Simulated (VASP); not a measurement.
# ZnO (P6_3mc) in VASP: further runs

ZnO is run at these levels: PBEsol; tasks: relaxation of the atoms.

Program: VASP 6.6.1. These are calculated values, not measurements. Logs are shortened: lines on timing, memory, paths and dates and some standing lists are left out, and cuts for length are marked.

**1. The cell of the first run**

It takes space group P6_3mc (No. 186, hexagonal). Conventional cell: a = 3.214 Å, b = 3.214 Å, c = 5.188 Å, α = 90.00°, β = 90.00°, γ = 120.00°. Within 2.6 Å of Zn (site symmetry 3m) lie 4 O at 1.96 to 1.97 Å. O (site symmetry 3m) has 4 Zn at 1.96 to 1.97 Å within 2.6 Å.

**2. Relaxation of the atoms, PBEsol**

File INCAR:

```
  ALGO = Normal
  EDIFF = 1E-7
  EDIFFG = -0.002
  ENCUT = 520
  GGA = PS
  GGA_COMPAT = F
  IBRION = 2
  ISIF = 2
  ISMEAR = 0
  LASPH = T
  LCHARG = F
  LREAL = F
  LWAVE = F
  NELM = 120
  NELMIN = 4
  NSW = 50
  PREC = Accurate
  SIGMA = 0.01
```

File KPOINTS:

```
k-points
0
Gamma
  8 8 4
```

File POSCAR:

```
ZnO
1.0
    3.2139192492      0.0000000000      0.0000000000
   -1.6069596246      2.7833357155      0.0000000000
    0.0000000000      0.0000000000      5.1880428699
Zn O
2 2
Direct
    0.3333333333      0.6666666667      0.5000305594
    0.6666666667      0.3333333333      0.0000305594
    0.6666666667      0.3333333333      0.3789794406
    0.3333333333      0.6666666667      0.8789794406
```

Potentials or basis: VASP PAW PBE potentials, release 64 (Zn, O).

Started as:

```sh
$ cat potpaw_PBE.64/Zn/POTCAR potpaw_PBE.64/O/POTCAR > POTCAR
$ mpirun -np 1 vasp_std > vasp.out
```

OUTCAR:

```text
EDIFF = 1E-7
   EDIFFG = -0.002
   ENCUT = 520
   GGA = PS
   IBRION = 2
   ISIF = 2
   ISMEAR = 0
   LASPH = T
   LREAL = F
   NELM = 120
   NELMIN = 4
   NSW = 50
   PREC = Accurate

 ion  position               nearest neighbor table
   1  0.333  0.667  0.500-   3 1.96   3 1.96   3 1.96   4 1.97
   2  0.667  0.333  0.000-   4 1.96   4 1.96   4 1.96   3 1.97
   3  0.667  0.333  0.379-   1 1.96   1 1.96   1 1.96   2 1.97
   4  0.333  0.667  0.879-   2 1.96   2 1.96   2 1.96   1 1.97

  LATTYP: Found a hexagonal cell.
 ALAT       =     3.2139192492
 C/A-ratio  =     1.6142418237

  Lattice vectors:

 A1 = (   3.2139192492,   0.0000000000,   0.0000000000)
 A2 = (  -1.6069596246,   2.7833357155,   0.0000000000)
 A3 = (   0.0000000000,   0.0000000000,   5.1880428699)

Analysis of symmetry for initial positions (statically):
=====================================================================
 Subroutine PRICEL returns:
 Original cell was already a primitive cell.

 Routine SETGRP: Setting up the symmetry group for a
 hexagonal supercell.

 Subroutine GETGRP returns: Found 12 space group operations
 (whereof  6 operations were pure point group operations)
 out of a pool of 24 trial point group operations.

The static configuration has the point symmetry C_3v.
 The point group associated with its full space group is C_6v.

Analysis of symmetry for dynamics (positions and initial velocities):
=====================================================================
 Subroutine PRICEL returns:
 Original cell was already a primitive cell.

 Routine SETGRP: Setting up the symmetry group for a
 hexagonal supercell.

 Subroutine GETGRP returns: Found 12 space group operations
 (whereof  6 operations were pure point group operations)
 out of a pool of 24 trial point group operations.

The dynamic configuration has the point symmetry C_3v.
 The point group associated with its full space group is C_6v.

 Subroutine INISYM returns: Found 12 space group operations
 (whereof  6 operations are pure point group operations),
 and found     1 'primitive' translations

----------------------------------------------------------------------------------------

                                     Primitive cell

  volume of cell :      46.4092

  direct lattice vectors                    reciprocal lattice vectors
     3.213919249  0.000000000  0.000000000     0.311146585  0.179640565  0.000000000
    -1.606959625  2.783335715  0.000000000     0.000000000  0.359281130  0.000000000
     0.000000000  0.000000000  5.188042870     0.000000000  0.000000000  0.192750913

  length of vectors
     3.213919249  3.213919249  5.188042870     0.359281130  0.359281130  0.192750913

  position of ions in fractional coordinates (direct lattice)
     0.333333333  0.666666667  0.500030559
     0.666666667  0.333333333  0.000030559
     0.666666667  0.333333333  0.378979441
     0.333333333  0.666666667  0.878979441

  ion indices of the primitive-cell ions
   primitive index   ion index
                 1           1
                 2           2
                 3           3
                 4           4

----------------------------------------------------------------------------------------

 KPOINTS: k-points

Automatic generation of k-mesh.
 Grid dimensions read from file:
 generate k-points for:    8    8    4

 Generating k-lattice:

  Cartesian coordinates                     Fractional coordinates (reciprocal lattice)
     0.038893323  0.022455071  0.000000000     0.125000000  0.000000000  0.000000000
     0.000000000  0.044910141  0.000000000     0.000000000  0.125000000  0.000000000
     0.000000000  0.000000000  0.048187728     0.000000000  0.000000000  0.250000000

  Length of vectors
     0.044910141  0.044910141  0.048187728

  Shift w.r.t. Gamma in fractional coordinates (k-lattice)
     0.000000000  0.000000000  0.000000000

 Subroutine IBZKPT returns following result:
 ===========================================

 Found     30 irreducible k-points:

 Following reciprocal coordinates:
            Coordinates               Weight
  0.000000  0.000000  0.000000      1.000000
  0.125000  0.000000  0.000000      6.000000
  0.250000  0.000000  0.000000      6.000000
  0.375000  0.000000  0.000000      6.000000
  0.500000  0.000000  0.000000      3.000000
  0.125000  0.125000  0.000000      6.000000
[... 16 lines left out ...]
  0.250000  0.000000  0.500000      6.000000
  0.375000  0.000000  0.500000      6.000000
 [... further k-points ...]
   k-points           NKPTS =     30   k-points in BZ     NKDIM =     30   number of bands    NBANDS=     22
   number of dos      NEDOS =    301   number of ions     NIONS =      4
   total plane-waves  NPLWV =  23040
   dimension x,y,z NGX =    24 NGY =   24 NGZ =   40
   dimension x,y,z NGXF=    48 NGYF=   48 NGZF=   80
   ions per type =               2   2
   NGX,Y,Z   is equivalent  to a cutoff of  12.41, 12.41, 12.82 a.u.
   NGXF,Y,Z  is equivalent  to a cutoff of  24.83, 24.83, 25.64 a.u.
 SYSTEM =  unknown system
   PREC   = accura    normal or accurate (medium, high low for compatibility)
   ISTART =      0    job   : 0-new  1-cont  2-samecut
   ICHARG =      2    charge: 1-file 2-atom 10-const
   ISPIN  =      1    spin polarized calculation?
   LNONCOLLINEAR =      F non collinear calculations
   LSORBIT =      F    spin-orbit coupling
   LASPH  =      T    aspherical Exc in radial PAW
   ENCUT  =  520.0 eV  38.22 Ry    6.18 a.u.   5.98  5.98  9.65*2*pi/ulx,y,z
   NELM   =    120;   NELMIN=  4; NELMDL= -5     # of ELM steps
   EDIFF  = 0.1E-06   stopping-criterion for ELM
   LREAL  =      F    real-space projection
   EDIFFG = -.2E-02   stopping-criterion for IOM
   NSW    =     50    number of steps for IOM
   IBRION =      2    ionic relax: 0-MD 1-quasi-New 2-CG
   NFREE  =      1    steps in history (QN), initial steepest desc. (CG)
   ISIF   =      2    stress and relaxation
   ISYM   =      2    0-nonsym 1-usesym 2-fastsym
   POTIM  = 0.5000    time-step for ionic-motion
   TEBEG  =    0.0;   TEEND  =   0.0 temperature during run
   PSTRESS=    0.0 pullay stress
   NELECT =      36.0000    total number of electrons
   NUPDOWN=      -1.0000    fix difference up-down
   EMIN   =  10.00;   EMAX   =-10.00  energy-range for DOS
   EFERMI =   0.00;   METHOD = LEGACY
   ISMEAR =     0;   SIGMA  =   0.01  broadening in eV -4-tet -1-fermi 0-gaus
   EFERMI_NEDOS =   21; number of points for ismear=-14 and -15
   IALGO  =     38    algorithm
   IMIX   =      4    mixing-type and parameters
     AMIX     =   0.40;   BMIX     =  1.00
     AMIX_MAG =   1.60;   BMIX_MAG =  1.00
  volume/ion in A,a.u.               =      11.60        78.30
  Fermi-wavevector in a.u.,A,eV,Ry     =   1.504207  2.842539 30.785072  2.262639
  Thomas-Fermi vector in A             =   2.615217
   LORBIT       =      0    0 simple, 1 ext, 2 COOP (PROOUT), +10 PAW based schemes
   GGA     = PS    functional components
   LHFCALC =     F    Hartree Fock is set to
   AEXX    =    0.0000 exact exchange contribution
   IVDW    =     0    specifies the selected vdW correction
   LEPSILON=     F    determine dielectric tensor
   LRPA    =     F    only Hartree local field effects (RPA)
 conjugate gradient relaxation of ions
 non-spin polarized calculation
 Gauss-broadening in eV      SIGMA  =   0.01
  energy-cutoff  :      520.00
  volume of cell :       46.41
 maximum number of plane-waves:      1266
 NGX is ok and might be reduce to    24
   NGX = 11   NGY = 11   NGZ = 19

 number of electron      36.0000003 magnetization

 Free energy of the ion-electron system (eV)
  ---------------------------------------------------
  ext. energy  EPLUGINS =         0.00000000
  ---------------------------------------------------
  free energy    TOTEN  =       -19.39966838 eV

  energy without entropy =      -19.39966838  energy(sigma->0) =      -19.39966838

 E-fermi :   1.3848     XC(G=0): -11.3224

 val. band max:        1.2883252561   @ k =   0.0000   0.0000   0.0000
 cond. band min:       1.9996479540   @ k =   0.0000   0.0000   0.0000
 fundamental gap:      0.7113226978
 Fermi energy:         1.3847660877

 k-point     1 :       0.0000    0.0000    0.0000
  band No.  band energies     occupation
      1     -16.9685      2.00000
      2     -16.1890      2.00000
      3      -4.6444      2.00000
      4      -4.5597      2.00000
      5      -4.5597      2.00000
      6      -4.5143      2.00000
[... 14 lines left out ...]
     21       9.4382      0.00000
     22      14.1960      0.00000

 k-point     2 :       0.1250    0.0000    0.0000
  band No.  band energies     occupation
      1     -16.8769      2.00000
      2     -16.1482      2.00000
      3      -4.6764      2.00000
      4      -4.5090      2.00000
      5      -4.5042      2.00000
      6      -4.4651      2.00000
[... 14 lines left out ...]
     21       9.4193      0.00000
     22      12.7471      0.00000

 k-point     3 :       0.2500    0.0000    0.0000
  band No.  band energies     occupation
      1     -16.6404      2.00000
      2     -16.0573      2.00000
      3      -4.8672      2.00000
      4      -4.4934      2.00000
      5      -4.3989      2.00000
      6      -4.2949      2.00000
[... 14 lines left out ...]
     21       9.3288      0.00000
     22      10.8845      0.00000

 k-point     4 :       0.3750    0.0000    0.0000
  band No.  band energies     occupation
      1     -16.3663      2.00000
      2     -15.9905      2.00000
      3      -4.9296      2.00000
      4      -4.5853      2.00000
      5      -4.3167      2.00000
      6      -4.0804      2.00000
[... 14 lines left out ...]
     21       8.8829      0.00000
     22       9.9544      0.00000

 k-point     5 :       0.5000    0.0000    0.0000
  band No.  band energies     occupation
      1     -16.2248      2.00000
      2     -15.9864      2.00000
      3      -4.8448      2.00000
      4      -4.6947      2.00000
      5      -4.2927      2.00000
      6      -3.9393      2.00000
[... 14 lines left out ...]
     21       8.7338      0.00000
     22       9.8992      0.00000

 k-point     6 :       0.1250    0.1250    0.0000
  band No.  band energies     occupation
      1     -16.7125      2.00000
      2     -16.0825      2.00000
      3      -4.7703      2.00000
      4      -4.5542      2.00000
      5      -4.3915      2.00000
      6      -4.3657      2.00000
[... 14 lines left out ...]
     21       9.3986      0.00000
     22      11.4590      0.00000

 k-point     7 :       0.2500    0.1250    0.0000
  band No.  band energies     occupation
      1     -16.4545      2.00000
      2     -16.0048      2.00000
      3      -4.8438      2.00000
      4      -4.5534      2.00000
      5      -4.3483      2.00000
      6      -4.1906      2.00000
[... 324 lines left out ...]
      6      -4.1025      2.00000
[... 14 lines left out ...]
     21       9.1548      0.00000
     22       9.9042      0.00000

 k-point    21 :       0.0000    0.0000    0.5000
  band No.  band energies     occupation
      1     -16.5905      2.00000
      2     -16.5905      2.00000
      3      -4.8287      2.00000
      4      -4.8287      2.00000
      5      -4.4857      2.00000
      6      -4.4857      2.00000
[... 14 lines left out ...]
     21      11.3059      0.00000
     22      11.3059      0.00000

 k-point    22 :       0.1250    0.0000    0.5000
  band No.  band energies     occupation
      1     -16.5214      2.00000
      2     -16.5214      2.00000
      3      -4.8786      2.00000
      4      -4.8786      2.00000
      5      -4.4401      2.00000
      6      -4.4401      2.00000
[... 14 lines left out ...]
     21      11.2565      0.00000
     22      11.2565      0.00000

 k-point    23 :       0.2500    0.0000    0.5000
  band No.  band energies     occupation
      1     -16.3499      2.00000
      2     -16.3499      2.00000
      3      -4.9859      2.00000
      4      -4.9859      2.00000
      5      -4.3003      2.00000
      6      -4.3003      2.00000
[... 14 lines left out ...]
     21      10.7345      0.00000
     22      10.7345      0.00000

 k-point    24 :       0.3750    0.0000    0.5000
  band No.  band energies     occupation
      1     -16.1716      2.00000
      2     -16.1716      2.00000
      3      -5.0534      2.00000
      4      -5.0534      2.00000
      5      -4.1146      2.00000
      6      -4.1146      2.00000
[... 14 lines left out ...]
     21      10.0254      0.00000
     22      10.0254      0.00000

 [... further k-points ...]
[... 5 lines left out ...]
  --------------------------------------------------------------------------------------
  -------------------------------------------------------------------------------------
  Total        0.9722640      0.9722640      0.9676860      0.0000000      0.0000000      0.0000000
  in kB       33.5653098     33.5653098     33.4072665      0.0000000      0.0000000      0.0000000
  external PRESSURE =      33.5126287 kB  Pullay stress =       0.0000000 kB

 VOLUME and BASIS-vectors are now :
 -----------------------------------------------------------------------------
  energy-cutoff  :      520.00
  volume of cell :       46.41
      direct lattice vectors                 reciprocal lattice vectors
     3.213919249  0.000000000  0.000000000     0.311146585  0.179640565  0.000000000
    -1.606959625  2.783335715  0.000000000     0.000000000  0.359281130  0.000000000
     0.000000000  0.000000000  5.188042870     0.000000000  0.000000000  0.192750913

 POSITION                                       TOTAL-FORCE (eV/Angst)
 -----------------------------------------------------------------------------------
     -0.00000      1.85556      2.59418        -0.000000     -0.000000      0.001558
      1.60696      0.92778      0.00016         0.000000      0.000000      0.001558
      1.60696      0.92778      1.96616        -0.000000      0.000000     -0.001558
     -0.00000      1.85556      4.56018         0.000000     -0.000000     -0.001558
 -----------------------------------------------------------------------------------
    total drift:                                0.000001      0.000001     -0.000758

  FREE ENERGIE OF THE ION-ELECTRON SYSTEM (eV)
  ---------------------------------------------------
  free  energy   TOTEN  =       -19.3996683786 eV

  energy  without entropy=      -19.3996683786  energy(sigma->0) =      -19.39966838

 reached required accuracy - stopping structural energy minimisation
```

Wall time 32 s (1 thread of Oxide Virtual Turin-like, shared host); peak memory 0.14 GiB.

Results:

- Free energy: -19.3997 eV
- Pressure after relaxing: 3.4 GPa
- Band gap on the k mesh: 0.71 eV

Final structure:
```
CELL_PARAMETERS angstrom
3.21392 0.00000 0.00000
-1.60696 2.78334 0.00000
0.00000 0.00000 5.18804
ATOMIC_POSITIONS crystal
Zn 0.33333 0.66667 0.50003
Zn 0.66667 0.33333 0.00003
O 0.66667 0.33333 0.37898
O 0.33333 0.66667 0.87898
```

Levels at points of the mesh, in eV from the valence-band top:
| k point | band 16 | band 17 | band 18 | band 19 | band 20 | band 21 |
| --- | --- | --- | --- | --- | --- | --- |
| (0.00, 0.00, 0.00) | -0.10 | 0.00 | 0.00 | 0.71 | 5.21 | 8.15 |
| (0.50, 0.00, 0.00) | -2.37 | -1.35 | -0.88 | 5.79 | 6.74 | 7.45 |
| (0.00, 0.00, 0.50) | -0.41 | -0.41 | -0.41 | 3.41 | 3.41 | 10.02 |
| (0.50, 0.00, 0.50) | -1.58 | -1.44 | -1.44 | 5.60 | 5.60 | 8.49 |

Caveat: semilocal functionals underestimate gaps, and a narrow one can read as zero; the PAW data sets were made with another functional, which shifts forces and pressure a little. As with any semilocal functional, this PBEsol gap is likely too small.

(Continued in part 2 of 2.)
